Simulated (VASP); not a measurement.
Here is a VASP 6.6.1 calculation.

Contents of INCAR:

```
PREC = Accurate
ENCUT = 520
EDIFF = 1E-7
ISMEAR = 0
SIGMA = 0.1
LREAL = False
LASPH = True
NELM = 80
ALGO = Normal
ISIF = 2
LWAVE = False
LCHARG = False
GGA = PE
NBANDS = 12
```

File KPOINTS:

```
regular mesh
0
Gamma
  18 18 18
```

Contents of POSCAR:

```
Nb
1.0
   -1.6880281655      1.6880281655      1.6880281655
    1.6880281655     -1.6880281655      1.6880281655
    1.6880281655      1.6880281655     -1.6880281655
Nb
1
Direct
    0.0000000000      0.0000000000      0.0000000000
```

Potentials or basis: VASP PAW PBE potentials, release 64 (Nb_sv).

Command:

```sh
$ cat potpaw_PBE.64/Nb_sv/POTCAR > POTCAR
$ mpirun -np 1 vasp_std > vasp.out
```

Problem. Estimate the pressure.

Solution. -9.1 GPa.
